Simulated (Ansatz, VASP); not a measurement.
**GdN: VASP beside Ansatz**

INCAR

```
PREC = Accurate
ENCUT = 520
EDIFF = 1E-7
ISMEAR = 0
SIGMA = 0.05
LREAL = F
LASPH = T
NELM = 150
ALGO = Normal
ISIF = 2
LWAVE = F
LCHARG = T
ISPIN = 2
MAGMOM = 7.56 0
LORBIT = 11
LMAXMIX = 6
GGA = PE
LELF = T
LVHAR = T
NBANDS = 22
```

File KPOINTS:

```
regular mesh
0
Gamma
  12 12 12
```

Contents of POSCAR:

```
GdN
1.0
    0.0000000000      2.5496569496      2.5496569496
    2.5496569496      0.0000000000      2.5496569496
    2.5496569496      2.5496569496      0.0000000000
Gd N
1 1
Direct
    0.5000000000      0.5000000000      0.5000000000
    0.0000000000      0.0000000000      0.0000000000
```

Input for Ansatz:

```yaml
crystal:
  lattice:
    - [0.0, 2.5496569516, 2.5496569516]
    - [2.5496569516, 0.0, 2.5496569516]
    - [2.5496569516, 2.5496569516, 0.0]
  atoms:
    - { symbol: Gd, position: [0.5, 0.5, 0.5], spin: 7.56 }
    - { symbol: "N", position: [0.0, 0.0, 0.0] }
basis:
  ecutwfc: 420
  ecutrho_ratio: 4
kpoints:
  mp_grid: { grid: [12, 12, 12] }
hamiltonian:
  xc: pbe
scf:
  occupations: { method: gaussian, width: 0.05 }
output:
  forces: true
  stress: true
  eigenvalues: true
  populations: true
magnetization:
  spin_polarized: true
```

Alike in both runs: task single point; functional PBE; k mesh 12 × 12 × 12; occupations gaussian, width 0.05 eV; collinear spin.

|  | VASP | Ansatz |
| --- | --- | --- |
| version | VASP 6.6.1 | Ansatz 0.2.0 |
| potentials or method | VASP PAW PBE potentials, release 64 (Gd, N), cutoff 520 eV | scalar-relativistic, plane waves, PAW |
| valence electrons in the cell | 23 | 23 |

VASP gave:

| Quantity | Value |
| --- | --- |
| gap on the k mesh at the Fermi level (eV) | none |
| pressure (GPa) | -8.6 |
| net moment per atom (μB) | 3.50 |
| size of the moment on the site where the two differ most (μB) | 6.80 |

**Question.** Which values does Ansatz return?

**Answer.** gap on the k mesh at the Fermi level (eV): none; pressure (GPa): -8.8; net moment per atom (μB): 3.50; size of the moment on the site where the two differ most (μB): 6.88.

Site moments also hang on the region over which each program counts them. A gap of «none» marks a metal or a gap that the smearing closes.

Spin-orbit coupling is off throughout.
